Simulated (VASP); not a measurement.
A run of VASP 6.6.1:

Contents of INCAR:

```
SYSTEM = GeSe
PREC     = Accurate       ! precision mode
ENCUT    = 500            ! plane-wave cutoff, eV
EDIFF    = 1E-6           ! SCF threshold, eV
ISMEAR   = 0              ! smearing method
SIGMA    = 0.1            ! smearing width, eV
LREAL    = .FALSE.        ! projectors in reciprocal space
LASPH    = .TRUE.         ! aspherical terms in the spheres
NELM     = 120            ! most SCF steps
ALGO     = Normal         ! electronic algorithm
ISIF     = 2              ! what is computed and relaxed
LWAVE    = .FALSE.        ! write WAVECAR
LCHARG   = .TRUE.         ! write CHGCAR
GGA      = PE             ! functional
IVDW     = 12             ! dispersion correction
LELF     = .TRUE.         ! ELF
LVHAR    = .TRUE.       
NBANDS   = 50             ! bands
GGA_COMPAT= .FALSE.
```

KPOINTS

```
Automatic mesh
0
G
  2 4 4
  0 0 0
```

Contents of POSCAR:

```
GeSe
1.0
   11.1728036300      0.0000000000      0.0000000000
    0.0000000000      3.9523302000      0.0000000000
    0.0000000000      0.0000000000      4.5027650300
Ge Se
4 4
Direct
    0.6187868500      0.7500000000      0.3765543000
    0.8812131500      0.2500000000      0.8765543000
    0.3812131500      0.2500000000      0.6234457000
    0.1187868500      0.7500000000      0.1234457000
    0.1485530300      0.2500000000      0.5091818000
    0.6485530300      0.2500000000      0.9908182000
    0.3514469700      0.7500000000      0.0091818000
    0.8514469700      0.7500000000      0.4908182000
```

Potentials or basis: VASP PAW PBE potentials, release 64 (Ge_d, Se).

Run with:

```console
$ cat potpaw_PBE.64/Ge_d/POTCAR potpaw_PBE.64/Se/POTCAR > POTCAR
$ mpirun -np 1 vasp_std > vasp.out
```

Hardware: 1 thread of Intel Xeon 8259CL (shared host).

Task: Estimate the wall time of this run.

Result: It took 4.8 min on 1 thread of Intel Xeon 8259CL, with other jobs on the host, peak memory 0.36 GiB. Counts: scf iterations 13, k points 18.
